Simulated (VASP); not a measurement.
# Si (a cell with a defect) in VASP: further runs, part 2 of 3

VASP 6.6.1. Earlier steps stand in the parts before.

## (3) Single point, PBE+D3(BJ)

INCAR

```
SYSTEM = Si
ALGO     = Normal         ! electronic algorithm
EDIFF    = 1E-6           ! SCF threshold, eV
ENCUT    = 520            ! plane-wave cutoff, eV
GGA      = PE             ! functional
ISIF     = 2              ! what is computed and relaxed
ISMEAR   = 0              ! smearing method
IVDW     = 12             ! dispersion correction
LASPH    = .TRUE.         ! aspherical terms in the spheres
LCHARG   = .FALSE.        ! write CHGCAR
LREAL    = Auto         
LWAVE    = .FALSE.        ! write WAVECAR
NBANDS   = 48             ! bands
NELM     = 100            ! most SCF steps
PREC     = Accurate       ! precision mode
SIGMA    = 0.02           ! smearing width, eV
```

KPOINTS

```
k-points
0
G
  2 2 2
  0 0 0
```

POSCAR

```
Si
1.0
    0.0000000000      5.4300000000      5.4300000000
    5.4300000000      0.0000000000      5.4300000000
    5.4300000000      5.4300000000      0.0000000000
Si
17
Direct
    0.0001919173      0.0000386679      0.0001286582
    0.1224331468      0.1233757284      0.1231082772
   -0.0036160501     -0.0030731922      0.5032501078
    0.1223506798      0.1227418034      0.6315447302
   -0.0037511023      0.5034820788     -0.0033463860
    0.1223177168      0.6314572788      0.1226700847
   -0.0033789884      0.5029061800      0.5028533531
    0.1259234398      0.6245261742      0.6242185725
    0.5026549135     -0.0027992329     -0.0029357307
    0.6316098312      0.1227029868      0.1226587443
    0.5025454456     -0.0028726170      0.5027546941
    0.6237752375      0.1263580725      0.6245892894
    0.5025310425      0.5027974744     -0.0029555801
    0.6236527536      0.6247730006      0.1262428454
    0.4995177950      0.5000545236      0.4999171450
    0.6239896072      0.6246951607      0.6245643922
    0.2499250241      0.2500775421      0.2500998926
```

Potentials or basis: VASP PAW PBE potentials, release 64 (Si).

Launch:

```
$ cat potpaw_PBE.64/Si/POTCAR > POTCAR
$ mpirun -np 1 vasp_std > vasp.out
```

OUTCAR:

```text
SYSTEM = Si
   EDIFF = 1E-6
   ENCUT = 520
   GGA = PE
   ISIF = 2
   ISMEAR = 0
   IVDW = 12
   LASPH = .TRUE.
   LREAL = Auto
   NELM = 100
   PREC = Accurate
 IVDW          = 12

 ion  position               nearest neighbor table
   1  0.000  0.000  0.000-   2 2.31  10 2.31   6 2.31   4 2.31
   2  0.122  0.123  0.123-   1 2.31   5 2.38   3 2.38   9 2.38  17 2.39
   3  0.996  0.997  0.503-   8 2.34  12 2.34   4 2.38   2 2.38  17 2.75
   4  0.122  0.123  0.632-   1 2.31   3 2.38   7 2.38  11 2.38  17 2.39
   5  0.996  0.503  0.997-   8 2.34  14 2.34   6 2.38   2 2.38  17 2.75
   6  0.122  0.631  0.123-   1 2.31   5 2.38   7 2.38  13 2.38  17 2.39
   7  0.997  0.503  0.503-   8 2.33  16 2.34   4 2.38   6 2.38  17 2.75
   8  0.126  0.625  0.624-   7 2.33   3 2.34   5 2.34  15 2.34
   9  0.503  0.997  0.997-  14 2.34  12 2.34  10 2.38   2 2.38  17 2.75
  10  0.632  0.123  0.123-   1 2.31   9 2.38  13 2.38  11 2.38  17 2.39
  11  0.503  0.997  0.503-  12 2.33  16 2.34  10 2.38   4 2.38  17 2.74
  12  0.624  0.126  0.625-  11 2.33   9 2.34   3 2.34  15 2.34
  13  0.503  0.503  0.997-  14 2.33  16 2.34  10 2.38   6 2.38  17 2.74
  14  0.624  0.625  0.126-  13 2.33   9 2.34   5 2.34  15 2.34
  15  0.500  0.500  0.500-   8 2.34  14 2.34  12 2.34  16 2.34
  16  0.624  0.625  0.625-  11 2.34  13 2.34   7 2.34  15 2.34
  17  0.250  0.250  0.250-   2 2.39   6 2.39   4 2.39  10 2.39  11 2.74  13 2.74   7 2.75   9 2.75
                             3 2.75   5 2.75

  LATTYP: Found a face centered cubic cell.
 ALAT       =    10.8600000000

  Lattice vectors:

 A1 = (   0.0000000000,   5.4300000000,   5.4300000000)
 A2 = (   5.4300000000,   0.0000000000,   5.4300000000)
 A3 = (   5.4300000000,   5.4300000000,   0.0000000000)

Analysis of symmetry for initial positions (statically):
=====================================================================
 Subroutine PRICEL returns:
 Original cell was already a primitive cell.

 Routine SETGRP: Setting up the symmetry group for a
 face centered cubic supercell.

 Subroutine GETGRP returns: Found  1 space group operations
 (whereof  1 operations were pure point group operations)
 out of a pool of 48 trial point group operations.

The static configuration has the point symmetry C_1 .

Analysis of symmetry for dynamics (positions and initial velocities):
=====================================================================
 Subroutine PRICEL returns:
 Original cell was already a primitive cell.

 Routine SETGRP: Setting up the symmetry group for a
 face centered cubic supercell.

 Subroutine GETGRP returns: Found  1 space group operations
 (whereof  1 operations were pure point group operations)
 out of a pool of 48 trial point group operations.

The dynamic configuration has the point symmetry C_1 .

 Subroutine INISYM returns: Found  1 space group operations
 (whereof  1 operations are pure point group operations),
 and found     1 'primitive' translations

----------------------------------------------------------------------------------------

                                     Primitive cell

  volume of cell :     320.2060

  direct lattice vectors                    reciprocal lattice vectors
     0.000000000  5.430000000  5.430000000    -0.092081031  0.092081031  0.092081031
     5.430000000  0.000000000  5.430000000     0.092081031 -0.092081031  0.092081031
     5.430000000  5.430000000  0.000000000     0.092081031  0.092081031 -0.092081031

  length of vectors
     7.679179644  7.679179644  7.679179644     0.159489025  0.159489025  0.159489025
[... 72 lines left out ...]
  0.500000  0.500000  0.500000      1.000000
  0.500000  0.500000  0.000000      1.000000
  0.000000  0.500000  0.500000      1.000000
  0.500000  0.000000  0.500000      1.000000
   k-points           NKPTS =      8   k-points in BZ     NKDIM =      8   number of bands    NBANDS=     48
   number of dos      NEDOS =    301   number of ions     NIONS =     17
   total plane-waves  NPLWV = 216000
   dimension x,y,z NGX =    60 NGY =   60 NGZ =   60
   dimension x,y,z NGXF=   120 NGYF=  120 NGZF=  120
   ions per type =              17
   NGX,Y,Z   is equivalent  to a cutoff of  12.99, 12.99, 12.99 a.u.
   NGXF,Y,Z  is equivalent  to a cutoff of  25.98, 25.98, 25.98 a.u.
 SYSTEM =  Si
   PREC   = accura    normal or accurate (medium, high low for compatibility)
   ISTART =      0    job   : 0-new  1-cont  2-samecut
   ICHARG =      2    charge: 1-file 2-atom 10-const
   ISPIN  =      1    spin polarized calculation?
   LNONCOLLINEAR =      F non collinear calculations
   LSORBIT =      F    spin-orbit coupling
   LASPH  =      T    aspherical Exc in radial PAW
   ENCUT  =  520.0 eV  38.22 Ry    6.18 a.u.  14.28 14.28 14.28*2*pi/ulx,y,z
   NELM   =    100;   NELMIN=  2; NELMDL= -5     # of ELM steps
   EDIFF  = 0.1E-05   stopping-criterion for ELM
   LREAL  =      T    real-space projection
   EDIFFG = 0.1E-04   stopping-criterion for IOM
   NSW    =      0    number of steps for IOM
[... 5 lines left out ...]
   TEBEG  =    0.0;   TEEND  =   0.0 temperature during run
   PSTRESS=    0.0 pullay stress
   NELECT =      68.0000    total number of electrons
   NUPDOWN=      -1.0000    fix difference up-down
   EMIN   =  10.00;   EMAX   =-10.00  energy-range for DOS
   EFERMI =   0.00;   METHOD = LEGACY
   ISMEAR =     0;   SIGMA  =   0.02  broadening in eV -4-tet -1-fermi 0-gaus
   EFERMI_NEDOS =   21; number of points for ismear=-14 and -15
   IALGO  =     38    algorithm
   IMIX   =      4    mixing-type and parameters
     AMIX     =   0.40;   BMIX     =  1.00
     AMIX_MAG =   1.60;   BMIX_MAG =  1.00
  volume/ion in A,a.u.               =      18.84       127.11
  Fermi-wavevector in a.u.,A,eV,Ry     =   0.976715  1.845724 12.979587  0.953973
  Thomas-Fermi vector in A             =   2.107356
   LORBIT       =      0    0 simple, 1 ext, 2 COOP (PROOUT), +10 PAW based schemes
   GGA     = PE    functional components
   LHFCALC =     F    Hartree Fock is set to
   AEXX    =    0.0000 exact exchange contribution
   IVDW    =    12    specifies the selected vdW correction
   LEPSILON=     F    determine dielectric tensor
   LRPA    =     F    only Hartree local field effects (RPA)
 non-spin polarized calculation
 Gauss-broadening in eV      SIGMA  =   0.02
  energy-cutoff  :      520.00
  volume of cell :      320.21
 maximum number of plane-waves:      8646
 NGX is ok and might be reduce to    60
   NGX = 29   NGY = 29   NGZ = 29

 number of electron      68.0000001 magnetization

 Free energy of the ion-electron system (eV)
  ---------------------------------------------------
  ext. energy  EPLUGINS =         0.00000000
  ---------------------------------------------------
  free energy    TOTEN  =       -87.98999934 eV

  energy without entropy =      -87.98614389  energy(sigma->0) =      -87.98807161

 E-fermi :   6.9198     XC(G=0):  -9.6742

 val. band max:        6.6805305746   @ k =   0.0000   0.0000   0.0000
 cond. band min:       6.9255387282   @ k =   0.5000   0.0000   0.5000
 fundamental gap:      0.2450081536
 Fermi energy:         6.9198389249

 k-point     1 :       0.0000    0.0000    0.0000
  band No.  band energies     occupation
      1      -6.3194      2.00000
      2      -3.7729      2.00000
      3      -3.6304      2.00000
      4      -3.6282      2.00000
      5      -3.6266      2.00000
      6      -2.8080      2.00000
[... 381 lines left out ...]
     45      10.1216      0.00000
     46      10.1270      0.00000
 [bands above 46 left out]

------------------------ aborting loop because EDIFF is reached ----------------------------------------

 Edisp (eV)   -5.64337

 E8    (eV) :    -2.3346

  FORCE on cell =-STRESS in cart. coord.  units (eV):
  Direction    XX          YY          ZZ          XY          YZ          ZX
  --------------------------------------------------------------------------------------
  -------------------------------------------------------------------------------------
  Total       4.78453     4.75409     4.76801     0.04258    -0.00276     0.05587
  in kB      23.93979    23.78748    23.85713     0.21304    -0.01380     0.27956
  external pressure =       23.86 kB  Pullay stress =        0.00 kB

 VOLUME and BASIS-vectors are now :
 -----------------------------------------------------------------------------
  energy-cutoff  :      520.00
  volume of cell :      320.21
      direct lattice vectors                 reciprocal lattice vectors
     0.000000000  5.430000000  5.430000000    -0.092081031  0.092081031  0.092081031
     5.430000000  0.000000000  5.430000000     0.092081031 -0.092081031  0.092081031
     5.430000000  5.430000000  0.000000000     0.092081031  0.092081031 -0.092081031

 POSITION                                       TOTAL-FORCE (eV/Angst)
 -----------------------------------------------------------------------------------
      0.00091      0.00174      0.00125        -0.001961     -0.001741     -0.001296
      1.33841      1.33329      1.33474        -0.009320     -0.005240     -0.006244
      8.14596      8.14301     10.82368         0.001437     -0.012007      0.008719
      4.09578      4.09365      1.33085        -0.000051      0.002216      0.002392
      8.14574     10.82146      8.14354         0.001317      0.010203     -0.008890
      4.09491      1.33028      4.09300         0.001975      0.001404      0.004204
[... 9 lines left out ...]
      6.78348      6.77965      6.78036        -0.010334      0.004977      0.001735
      2.71596      2.71514      2.71501        -0.001445      0.004622      0.003652
 -----------------------------------------------------------------------------------
    total drift:                                0.002720      0.002632      0.002619

  FREE ENERGIE OF THE ION-ELECTRON SYSTEM (eV)
  ---------------------------------------------------
  free  energy   TOTEN  =       -93.6333707051 eV

  energy  without entropy=      -93.6295152568  energy(sigma->0) =      -93.63144298
```

It took 6.7 min on 1 thread of Intel Xeon 8259CL, shared host; peak memory 0.47 GiB.

What came out:

```
Free energy                : -93.6334 eV
Pressure                   : 2.4 GPa
Largest force              : 0.021 eV/Å
Band gap on the k mesh     : zero (bands 34 and 35 overlap by 0.25 eV)
Dispersion energy per atom : -0.332 eV
```

Forces on the atoms (eV/Å):
```
Si  -0.002 -0.002 -0.001
Si  -0.009 -0.005 -0.006
Si   0.001 -0.012  0.009
Si   0.000  0.002  0.002
Si   0.001  0.010 -0.009
Si   0.002  0.001  0.004
Si  -0.004 -0.013 -0.011
Si   0.013  0.006  0.000
Si   0.005 -0.011 -0.008
Si   0.006 -0.004 -0.004
Si   0.000 -0.004 -0.009
Si   0.000  0.014  0.014
Si   0.000 -0.012 -0.004
Si  -0.003  0.016  0.014
Si   0.000  0.004  0.004
Si  -0.010  0.005  0.002
Si  -0.001  0.005  0.004
```

Caveat: the k points lie up to 0.50 Å⁻¹ apart.

[end of part 2 of 3]

The gap in the log of VASP goes by the Fermi energy; the results here count the filled bands.